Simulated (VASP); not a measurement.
# K (I4/mmm) in VASP: a series of runs

K is run at these levels: PBEsol; tasks: single point.

Everything below comes from runs of VASP 6.6.1. Logs are shortened: lines on timing, memory, paths and dates and some standing lists are left out, and cuts for length are marked.

### 1 The cell of the first run

The structure is tetragonal, space group I4/mmm (No. 139). Conventional cell: a = 5.315 Å, b = 5.315 Å, c = 5.042 Å, α = 90.00°, β = 90.00°, γ = 90.00°.

### 2 Single point, PBEsol (biaxial strain in the a-b plane: +1.5 %, then relaxed in part)

File INCAR:

```
PREC     = Accurate       # precision mode
ENCUT    = 520            # plane-wave cutoff, eV
EDIFF    = 1E-7           # SCF threshold, eV
ISMEAR   = 0              # smearing method
SIGMA    = 0.1            # smearing width, eV
LREAL    = F              # projectors in reciprocal space
LASPH    = T              # aspherical terms in the spheres
NELM     = 80             # most SCF steps
ALGO     = Fast           # electronic algorithm
ISIF     = 2              # what is computed and relaxed
LWAVE    = F              # write WAVECAR
LCHARG   = T              # write CHGCAR
GGA      = PS             # functional
LELF     = T              # ELF
LVHAR    = T            
NBANDS   = 16             # bands
```

File KPOINTS:

```
Automatic mesh
0
Gamma
  10 10 10
```

File POSCAR:

```
K
1.0
    5.3145400000      0.0000000000      0.0000000000
    0.0000000000      5.3145400000      0.0000000000
    0.0000000000      0.0000000000      5.0421045166
K
2
Direct
    0.0000000000      0.0000000000      0.0000000000
    0.5000000000      0.5000000000      0.5000000000
```

Potentials or basis: VASP PAW PBE potentials, release 64 (K_sv).

The run is started by

```console
cat potpaw_PBE.64/K_sv/POTCAR > POTCAR
mpirun -np 1 vasp_std > vasp.out
```

OUTCAR:

```text
PREC = Accurate
   ENCUT = 520
   EDIFF = 1E-7
   ISMEAR = 0
   LREAL = F
   LASPH = T
   NELM = 80
   ISIF = 2
   GGA = PS

 ion  position               nearest neighbor table
   1  0.000  0.000  0.000-
   2  0.500  0.500  0.500-

  LATTYP: Found a simple tetragonal cell.
 ALAT       =     5.3145400000
 C/A-ratio  =     0.9487377114

  Lattice vectors:

 A1 = (   5.3145400000,   0.0000000000,   0.0000000000)
 A2 = (   0.0000000000,   5.3145400000,   0.0000000000)
 A3 = (   0.0000000000,   0.0000000000,   5.0421045166)

Analysis of symmetry for initial positions (statically):
=====================================================================
 Subroutine PRICEL returns following result:

  LATTYP: Found a body centered tetragonal cell.
 ALAT       =     5.3145400000
 C/A-ratio  =     0.9487377114

  Lattice vectors:

 A1 = (  -2.6572700000,  -2.6572700000,  -2.5210522583)
 A2 = (   2.6572700000,   2.6572700000,  -2.5210522583)
 A3 = (   2.6572700000,  -2.6572700000,   2.5210522583)

   2 primitive cells build up your supercell.

 Routine SETGRP: Setting up the symmetry group for a
 simple tetragonal supercell.

 Subroutine GETGRP returns: Found 16 space group operations
 (whereof 16 operations were pure point group operations)
 out of a pool of 16 trial point group operations.

The static configuration has the point symmetry D_4h.

Analysis of symmetry for dynamics (positions and initial velocities):
=====================================================================
 Subroutine PRICEL returns following result:

  LATTYP: Found a body centered tetragonal cell.
 ALAT       =     5.3145400000
 C/A-ratio  =     0.9487377114

  Lattice vectors:

 A1 = (  -2.6572700000,  -2.6572700000,  -2.5210522583)
 A2 = (   2.6572700000,   2.6572700000,  -2.5210522583)
 A3 = (   2.6572700000,  -2.6572700000,   2.5210522583)

   2 primitive cells build up your supercell.

 Routine SETGRP: Setting up the symmetry group for a
 simple tetragonal supercell.

 Subroutine GETGRP returns: Found 16 space group operations
 (whereof 16 operations were pure point group operations)
 out of a pool of 16 trial point group operations.

The dynamic configuration has the point symmetry D_4h.

[... 90 lines left out ...]
   ISPIN  =      1    spin polarized calculation?
   LNONCOLLINEAR =      F non collinear calculations
   LSORBIT =      F    spin-orbit coupling
   LASPH  =      T    aspherical Exc in radial PAW
   ENCUT  =  520.0 eV  38.22 Ry    6.18 a.u.   9.88  9.88  9.37*2*pi/ulx,y,z
   NELM   =     80;   NELMIN=  2; NELMDL= -5     # of ELM steps
   EDIFF  = 0.1E-06   stopping-criterion for ELM
   LREAL  =      F    real-space projection
   EDIFFG = 0.1E-05   stopping-criterion for IOM
   NSW    =      0    number of steps for IOM
   IBRION =     -1    ionic relax: 0-MD 1-quasi-New 2-CG
   NFREE  =      0    steps in history (QN), initial steepest desc. (CG)
   ISIF   =      2    stress and relaxation
   ISYM   =      2    0-nonsym 1-usesym 2-fastsym
   POTIM  = 0.5000    time-step for ionic-motion
   TEBEG  =    0.0;   TEEND  =   0.0 temperature during run
   PSTRESS=    0.0 pullay stress
   NELECT =      18.0000    total number of electrons
   NUPDOWN=      -1.0000    fix difference up-down
   EMIN   =  10.00;   EMAX   =-10.00  energy-range for DOS
   EFERMI =   0.00;   METHOD = LEGACY
   ISMEAR =     0;   SIGMA  =   0.10  broadening in eV -4-tet -1-fermi 0-gaus
   EFERMI_NEDOS =   21; number of points for ismear=-14 and -15
   IALGO  =     68    algorithm
   IMIX   =      4    mixing-type and parameters
     AMIX     =   0.40;   BMIX     =  1.00
     AMIX_MAG =   1.60;   BMIX_MAG =  1.00
  volume/ion in A,a.u.               =      71.21       480.52
  Fermi-wavevector in a.u.,A,eV,Ry     =   0.821583  1.552566  9.183906  0.674998
  Thomas-Fermi vector in A             =   1.932767
   LORBIT       =      0    0 simple, 1 ext, 2 COOP (PROOUT), +10 PAW based schemes
   GGA     = PS    functional components
   LHFCALC =     F    Hartree Fock is set to
   AEXX    =    0.0000 exact exchange contribution
   IVDW    =     0    specifies the selected vdW correction
   LEPSILON=     F    determine dielectric tensor
   LRPA    =     F    only Hartree local field effects (RPA)
 non-spin polarized calculation
 RMM-DIIS sequential band-by-band and
 Gauss-broadening in eV      SIGMA  =   0.10
  energy-cutoff  :      520.00
  volume of cell :      142.41
 maximum number of plane-waves:      3884
 NGX is ok and might be reduce to    40
   NGX = 19   NGY = 19   NGZ = 19

 number of electron      17.9999999 magnetization

 Free energy of the ion-electron system (eV)
  ---------------------------------------------------
  ext. energy  EPLUGINS =         0.00000000
  ---------------------------------------------------
  free energy    TOTEN  =        -2.26984002 eV

  energy without entropy =       -2.26276896  energy(sigma->0) =       -2.26630449

 E-fermi :  -0.0852     XC(G=0):  -5.7776

 val. band max:       -0.1256117997   @ k =   0.5000   0.2000   0.3000
 cond. band min:      -0.0826520911   @ k =   0.0000   0.0000   0.4000
 fundamental gap:      0.0429597086
 Fermi energy:        -0.0851546609

 k-point     1 :       0.0000    0.0000    0.0000
  band No.  band energies     occupation
      1     -32.0706      2.00000
      2     -32.0619      2.00000
      3     -15.6355      2.00000
      4     -15.6355      2.00000
      5     -15.6282      2.00000
      6     -15.5784      2.00000
[... 433 lines left out ...]
      3     -15.6360      2.00000
      4     -15.6285      2.00000
      5     -15.6201      2.00000
      6     -15.5937      2.00000
[... 8 lines left out ...]
     15       3.8196      0.00000
     16       4.1298      0.00000

 [... further k-points ...]

------------------------ aborting loop because EDIFF is reached ----------------------------------------

  FORCE on cell =-STRESS in cart. coord.  units (eV):
  Direction    XX          YY          ZZ          XY          YZ          ZX
  --------------------------------------------------------------------------------------
  -------------------------------------------------------------------------------------
  Total       -0.0271796     -0.0271796     -0.0114633      0.0000000     -0.0000000      0.0000000
  in kB       -0.3057808     -0.3057808     -0.1289665      0.0000000     -0.0000000      0.0000000
  external PRESSURE =      -0.2468427 kB  Pullay stress =       0.0000000 kB

 VOLUME and BASIS-vectors are now :
 -----------------------------------------------------------------------------
  energy-cutoff  :      520.00
  volume of cell :      142.41
      direct lattice vectors                 reciprocal lattice vectors
     5.314540000  0.000000000  0.000000000     0.188163040  0.000000000  0.000000000
     0.000000000  5.314540000  0.000000000     0.000000000  0.188163040  0.000000000
     0.000000000  0.000000000  5.042104517     0.000000000  0.000000000  0.198329883

 POSITION                                       TOTAL-FORCE (eV/Angst)
 -----------------------------------------------------------------------------------
      0.00000      0.00000      0.00000         0.000000      0.000000      0.000000
      2.65727      2.65727      2.52105        -0.000000     -0.000000     -0.000000
 -----------------------------------------------------------------------------------
    total drift:                                0.000000      0.000000     -0.000000

  FREE ENERGIE OF THE ION-ELECTRON SYSTEM (eV)
  ---------------------------------------------------
  free  energy   TOTEN  =        -2.2698400186 eV

  energy  without entropy=       -2.2627689593  energy(sigma->0) =       -2.26630449
```

OSZICAR:

```text
N       E                     dE             d eps       ncg     rms          rms(c)
DAV:   1     0.110554311966E+03    0.11055E+03   -0.74054E+03  4032   0.913E+02
DAV:   2     0.505702922218E+01   -0.10550E+03   -0.10269E+03  5024   0.257E+02
DAV:   3    -0.200615163708E+01   -0.70632E+01   -0.70204E+01  7568   0.489E+01
DAV:   4    -0.227025440955E+01   -0.26410E+00   -0.26402E+00  5776   0.702E+00
DAV:   5    -0.227455595173E+01   -0.43015E-02   -0.43015E-02  6640   0.729E-01    0.284E+00
RMM:   6    -0.227063403379E+01    0.39219E-02   -0.55367E-03  5124   0.478E-01    0.187E+00
RMM:   7    -0.226972853092E+01    0.90550E-03   -0.13381E-02  5580   0.634E-01    0.142E-01
RMM:   8    -0.226976406611E+01   -0.35535E-04   -0.20520E-03  5870   0.372E-01    0.454E-02
RMM:   9    -0.226982642719E+01   -0.62361E-04   -0.28137E-04  6232   0.908E-02    0.229E-02
RMM:  10    -0.226983562758E+01   -0.92004E-05   -0.77224E-05  6566   0.434E-02    0.734E-03
RMM:  11    -0.226983812671E+01   -0.24991E-05   -0.16947E-05  7016   0.195E-02    0.313E-03
RMM:  12    -0.226983923285E+01   -0.11061E-05   -0.69945E-06  6870   0.109E-02    0.135E-03
RMM:  13    -0.226983968246E+01   -0.44960E-06   -0.24803E-06  6185   0.673E-03    0.147E-03
RMM:  14    -0.226983996473E+01   -0.28228E-06   -0.11290E-06  5566   0.428E-03    0.179E-04
RMM:  15    -0.226984001857E+01   -0.53839E-07   -0.56620E-07  4873   0.317E-03
   1 F= -.22698400E+01 E0= -.22663045E+01  d E =-.707106E-02
```

Wall time 3.6 min (1 thread of Oxide Virtual Turin-like, shared host); peak memory 0.36 GiB.

What came out:

* Free energy: -2.2698 eV
* Pressure: 0.0 GPa
* Band gap on the k mesh: zero (bands 9 and 10 overlap by 2.23 eV)

Levels at points of the mesh, in eV from the Fermi level:
```csv
k point,band 6,band 7,band 8,band 9,band 10,band 11,band 12,band 13
"(0.00, 0.00, 0.00)",-15.49,-15.49,-15.49,-2.22,1.56,1.73,3.34,3.34
"(0.50, 0.00, 0.00)",-15.52,-15.52,-15.52,-0.77,-0.77,2.86,2.86,3.41
"(0.50, 0.50, 0.00)",-15.52,-15.49,-15.49,0.36,0.36,0.60,0.60,3.37
"(0.00, 0.00, 0.50)",-15.52,-15.52,-15.52,-0.62,-0.62,2.88,2.88,3.43
"(0.50, 0.00, 0.50)",-15.52,-15.49,-15.49,0.47,0.47,0.74,0.74,3.07
"(0.50, 0.50, 0.50)",-15.53,-15.53,-15.53,1.46,1.46,1.46,1.46,1.50
```

Caveat: the cell differs from its parent crystal (biaxial strain in the a-b plane: +1.5 %, then relaxed in part); the PAW data sets were made with another functional, which shifts forces and pressure a little.

### 3 Single point, PBEsol (biaxial strain in the a-b plane: +3.0 %, then relaxed in part)

File INCAR:

```
SYSTEM = K
  ALGO = Fast
  EDIFF = 1E-6
  ENCUT = 520
  GGA = PS
  ISIF = 2
  ISMEAR = 0
  LASPH = .TRUE.
  LCHARG = .TRUE.
  LELF = .TRUE.
  LREAL = .FALSE.
  LVHAR = .TRUE.
  LWAVE = .FALSE.
  NBANDS = 16
  NELM = 60
  PREC = Accurate
  SIGMA = 0.1
```

File KPOINTS:

```
k-points
0
G
  10 10 10
  0 0 0
```

File POSCAR:

```
K
1.0
    5.3930800000      0.0000000000      0.0000000000
    0.0000000000      5.3930800000      0.0000000000
    0.0000000000      0.0000000000      4.9500229971
K
2
Direct
    0.0000000000      0.0000000000      0.0000000000
    0.5000000000      0.5000000000      0.5000000000
```

Potentials or basis: VASP PAW PBE potentials, release 64 (K_sv).

The run is started by

```console
cat potpaw_PBE.64/K_sv/POTCAR > POTCAR
mpirun -np 1 vasp_std > vasp.out
```

Wall time 2.8 min (1 thread of Oxide Virtual Turin-like, shared host); peak memory 0.36 GiB.

It converged, with:

```yaml
Free_energy: -2.2687 eV
Pressure: -0.1 GPa
Band_gap_on_the_k_mesh: zero (bands 9 and 10 overlap by 2.25 eV)
```

Stress tensor (GPa, compression positive):
```
-0.09  0.00  0.00
 0.00 -0.09  0.00
 0.00  0.00 -0.01
```

Levels at points of the mesh, in eV from the Fermi level:
| k point | band 5 | band 6 | band 7 | band 8 | band 9 | band 10 | band 11 | band 12 | band 13 | band 14 |
| --- | --- | --- | --- | --- | --- | --- | --- | --- | --- | --- |
| (0.00, 0.00, 0.00) | -15.54 | -15.49 | -15.49 | -15.49 | -2.19 | 1.53 | 1.78 | 3.20 | 3.20 | 4.03 |
| (0.50, 0.00, 0.00) | -15.52 | -15.52 | -15.52 | -15.52 | -0.79 | -0.79 | 2.85 | 2.85 | 3.31 | 3.31 |
| (0.50, 0.50, 0.00) | -15.51 | -15.51 | -15.49 | -15.49 | 0.32 | 0.32 | 0.55 | 0.55 | 3.52 | 3.52 |
| (0.00, 0.00, 0.50) | -15.52 | -15.52 | -15.52 | -15.52 | -0.54 | -0.54 | 2.89 | 2.89 | 3.36 | 3.36 |
| (0.50, 0.00, 0.50) | -15.52 | -15.52 | -15.50 | -15.50 | 0.51 | 0.51 | 0.78 | 0.78 | 3.02 | 3.02 |
| (0.50, 0.50, 0.50) | -15.53 | -15.53 | -15.53 | -15.53 | 1.46 | 1.46 | 1.46 | 1.46 | 1.52 | 1.52 |

Caveat: the cell differs from its parent crystal (biaxial strain in the a-b plane: +3.0 %, then relaxed in part); the PAW data sets were made with another functional, which shifts forces and pressure a little.

The gap in the log of VASP goes by the Fermi energy; the results here count the filled bands.